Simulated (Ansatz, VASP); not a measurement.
## PbF2 in VASP and in Ansatz

File INCAR:

```
ALGO     = Normal         # electronic algorithm
EDIFF    = 1E-7           # SCF threshold, eV
ENCUT    = 520            # plane-wave cutoff, eV
GGA      = PE             # functional
ISIF     = 2              # what is computed and relaxed
ISMEAR   = 0              # smearing method
LASPH    = True           # aspherical terms in the spheres
LCHARG   = True           # write CHGCAR
LELF     = True           # ELF
LREAL    = False          # projectors in reciprocal space
LVHAR    = True         
LWAVE    = False          # write WAVECAR
NBANDS   = 21             # bands
NELM     = 100            # most SCF steps
PREC     = Accurate       # precision mode
SIGMA    = 0.05           # smearing width, eV
```

Contents of KPOINTS:

```
k-points
0
Gamma
  8 8 8
```

File POSCAR:

```
PbF2
1.0
    0.0037123125      2.9698500000      2.9698500000
    2.9735623125      0.0000000000      2.9735623125
    2.9698500000      2.9698500000      0.0037123125
Pb F
1 2
Direct
    0.0000000000      0.0000000000      0.0000000000
    0.2500000000      0.2500000000      0.2500000000
    0.7500000000      0.7500000000      0.7500000000
```

Input for Ansatz:

```yaml
crystal:
  lattice:
    - [0.0037123125, 2.96985, 2.96985]
    - [2.9735623125, 0.0, 2.9735623125]
    - [2.96985, 2.96985, 0.0037123125]
  atoms:
    - { symbol: Pb, position: [0.0, 0.0, 0.0] }
    - { symbol: F, position: [0.25, 0.25, 0.25] }
    - { symbol: F, position: [0.75, 0.75, 0.75] }
basis:
  ecutwfc: 420
kpoints:
  mp_grid: { grid: [8, 8, 8] }
hamiltonian:
  xc: pbe
scf:
  occupations: { method: gaussian, width: 0.05 }
output:
  forces: true
  stress: true
  eigenvalues: true
```

Change from the starting cell: strain +0.0025 x Voigt [0, 0, 0, 0, 1, 0], atoms carried along.

Alike in both runs: task single point; functional PBE; k mesh 8 × 8 × 8; occupations gaussian, width 0.05 eV; no spin polarisation.

|  | VASP | Ansatz |
| --- | --- | --- |
| version | VASP 6.6.1 | Ansatz 0.2.0 |
| potentials or method | VASP PAW PBE potentials, release 64 (Pb_d, F), cutoff 520 eV | scalar-relativistic, plane waves, PAW |
| valence electrons in the cell | 28 | 28 |

Ansatz gave:

```
gap on the k mesh at the Fermi level (eV)                     : 4.42
least direct gap on the mesh (eV)                             : 4.57
pressure (GPa)                                                : 2.2
traceless stress, the component that is largest in VASP (GPa) : -0.08
rms of the force components (eV/Å)                            : 0.003
```

**Question.** Which values does VASP return?

**Answer.** gap on the k mesh at the Fermi level (eV): 4.42; least direct gap on the mesh (eV): 4.56; pressure (GPa): 2.0; traceless stress, the component that is largest in VASP (GPa): -0.08; rms of the force components (eV/Å): 0.003.

Atom by atom the forces differ by 0.000 eV/Å (rms over components). The functional is the same, so the differences come from potentials, cutoffs and numerics.

Neither program's run includes spin-orbit coupling.
